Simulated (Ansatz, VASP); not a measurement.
S in VASP and in Ansatz

Contents of INCAR:

```
SYSTEM = S
  PREC = Accurate
  ENCUT = 520
  EDIFF = 1E-6
  ISMEAR = 0
  SIGMA = 0.1
  LREAL = .False.
  LASPH = .True.
  NELM = 60
  ALGO = Normal
  ISIF = 2
  LWAVE = .False.
  LCHARG = .True.
  GGA = PE
  LELF = .True.
  LVHAR = .True.
  NBANDS = 16
```

The input KPOINTS:

```
regular mesh
0
Gamma
  6 6 6
  0 0 0
```

POSCAR

```
S
1.0
    5.6656459624      0.0000000000      0.0000000000
   -2.8328229812      4.9065933323      0.0000000000
    0.0000000000      0.0000000000      3.4732873074
S
3
Direct
    0.0000000000      0.0000000000      0.0000000000
    0.3333333333      0.6666666667      0.5000000000
    0.6666666667      0.3333333333      0.5000000000
```

Input for Ansatz:

```yaml
crystal:
  lattice:
    - [5.6656459624, 0.0, 0.0]
    - [-2.8328229812, 4.9065933323, 0.0]
    - [0.0, 0.0, 3.4732873074]
  atoms:
    - { symbol: S, position: [0.0, 0.0, 0.0] }
    - { symbol: S, position: [0.3333333333, 0.6666666667, 0.5] }
    - { symbol: S, position: [0.6666666667, 0.3333333333, 0.5] }
basis:
  ecutwfc: 420
kpoints:
  mp_grid: { grid: [6, 6, 6] }
hamiltonian:
  xc: pbe
scf:
  occupations: { method: gaussian, width: 0.1 }
  lower_state_search: "off"
output:
  forces: true
  stress: true
  eigenvalues: true
```

Alike in both runs: task single point; functional PBE; k mesh 6 × 6 × 6; occupations gaussian, width 0.1 eV; no spin polarisation.

```csv
,VASP,Ansatz
version,VASP 6.6.1,Ansatz 0.2.0
potentials or method,"VASP PAW PBE potentials, release 64 (S), cutoff 520 eV","scalar-relativistic, plane waves, PAW"
valence electrons in the cell,18,18
```

VASP gave:

| Property | Result |
| --- | --- |
| gap on the k mesh at the Fermi level (eV) | none |
| pressure (GPa) | -10.8 |
| traceless stress, the component that is largest in VASP (GPa) | 0.55 |

Problem. Which values does Ansatz return?

Solution. gap on the k mesh at the Fermi level (eV): none; pressure (GPa): -10.7; traceless stress, the component that is largest in VASP (GPa): 0.55.

A gap of «none» marks a metal or a gap that the smearing closes. The functional is the same, so the differences come from potentials, cutoffs and numerics.
